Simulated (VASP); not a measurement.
Input of a VASP 6.6.1 run:

The input INCAR:

```
SYSTEM = Ta
PREC = Accurate
ENCUT = 520
EDIFF = 1E-7
ISMEAR = 0
SIGMA = 0.15
LREAL = .FALSE.
LASPH = .TRUE.
NELM = 100
ALGO = Fast
ISIF = 2
LWAVE = .FALSE.
LCHARG = .FALSE.
GGA = PS
NBANDS = 12
```

The input KPOINTS:

```
regular mesh
0
G
  26 26 26
  0 0 0
```

POSCAR

```
Ta
1.0
   -1.5090389812      1.5090389812      1.7714805432
    1.5090389812     -1.5090389812      1.7714805432
    1.5090389812      1.5090389812     -1.7714805432
Ta
1
Direct
    0.0000000000      0.0000000000      0.0000000000
```

Potentials or basis: VASP PAW PBE potentials, release 64 (Ta_pv).

Run with:

```sh
$ cat potpaw_PBE.64/Ta_pv/POTCAR > POTCAR
$ mpirun -np 1 vasp_std > vasp.out
```

**Question.** Predict the band gap on the k mesh.

**Answer.** Zero (an odd number of electrons rules out a gap without spin polarisation).

**Question.** Estimate the pressure.

**Answer.** 25.4 GPa.

Stress tensor (GPa, compression positive):
```
32.55  0.00  0.00
 0.00 32.55  0.00
 0.00  0.00 11.24
```

Caveat: the cell differs from its parent crystal (strain -0.080 along x and y, +0.080 along z); the cell stands under pressure; the PAW data sets were made with another functional, which shifts forces and pressure a little; spin-orbit coupling is left out, which moves the levels of the heavy elements.
